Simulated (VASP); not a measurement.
Si5F:

```
CELL_PARAMETERS angstrom
4.98314 0.00000 0.00000
-2.49157 4.31553 0.00000
0.00000 0.00000 4.03569
ATOMIC_POSITIONS crystal
Si 0.33333 0.66667 0.27035
Si 0.66667 0.33333 0.27035
Si 0.66667 0.33333 0.72965
Si 0.33333 0.66667 0.72965
Si 0.00000 0.00000 0.00000
F 0.00000 0.00000 0.50000
```

- Program: VASP 6.6.1
- Task: relaxation of cell and atoms
- Functional: PBE
- Potentials or basis: VASP PAW PBE potentials, release 64 (Si, F)
- Cutoff: 600 eV
- k mesh: 6 × 6 × 4
- Occupations: gaussian, width 0.1 eV
- Spin: no spin polarisation

At the start: pressure 28.1 GPa; volume 14.46 Å³/atom.

Q: How do energy, volume and symmetry change on relaxing?

A: Over 19 steps the energy falls by 1016.9 meV/atom and the volume is 13.95 Å³/atom (-3.5 %); space group P6/mmm (No. 191, to 0.05 Å).

The path:
| step | energy change (eV) | largest force (eV/Å) | pressure (GPa) | volume (Å³) |
| --- | --- | --- | --- | --- |
| 1 | 0.0000 | 9.3363 | 28.06 | 86.79 |
| 2 | 3.8272 | 16.5043 | 16.10 | 118.11 |
| 3 | 1.0375 | 11.8924 | 10.69 | 110.99 |
| 4 | -0.4056 | 10.2636 | 7.08 | 106.57 |
| 5 | -2.5815 | 7.1367 | 6.79 | 96.73 |
| 6 | -2.7843 | 4.7271 | 11.52 | 91.77 |
| 7 | -2.7811 | 6.0947 | 8.57 | 94.05 |
| 8 | -3.9437 | 0.2751 | -16.56 | 113.33 |
| 9 | -4.8192 | 0.4622 | -10.30 | 104.00 |
| 10 | -4.8518 | 0.6354 | -9.36 | 103.07 |
| 11 | -4.8594 | 0.8734 | -8.19 | 102.03 |
| 12 | -5.3628 | 0.4816 | -3.54 | 92.48 |
| 13 | -5.5478 | 0.3095 | 2.74 | 84.37 |
| 14 | -5.9528 | 0.2884 | 3.81 | 81.40 |
| 15 | -6.0168 | 0.1032 | 5.83 | 79.78 |
| 16 | -6.0965 | 0.1665 | -0.09 | 83.72 |
| 17 | -6.0966 | 0.1679 | -0.21 | 83.82 |
| 18 | -6.1001 | 0.0855 | -0.10 | 83.76 |
| 19 | -6.1011 | 0.0068 | 0.01 | 83.71 |

Final structure:
```
CELL_PARAMETERS angstrom
4.34563 0.00000 0.00000
-2.17281 3.76342 0.00000
0.00000 0.00000 5.11875
ATOMIC_POSITIONS crystal
Si 0.33333 0.66667 0.26001
Si 0.66667 0.33333 0.26001
Si 0.66667 0.33333 0.73999
Si 0.33333 0.66667 0.73999
Si 0.00000 0.00000 0.00000
F 0.00000 0.00000 0.50000
```

Caveat: the k points lie up to 0.31 Å⁻¹ apart in the final cell; an odd number of electrons without spin polarisation forces a metal; a magnetic or distorted state may lie lower.
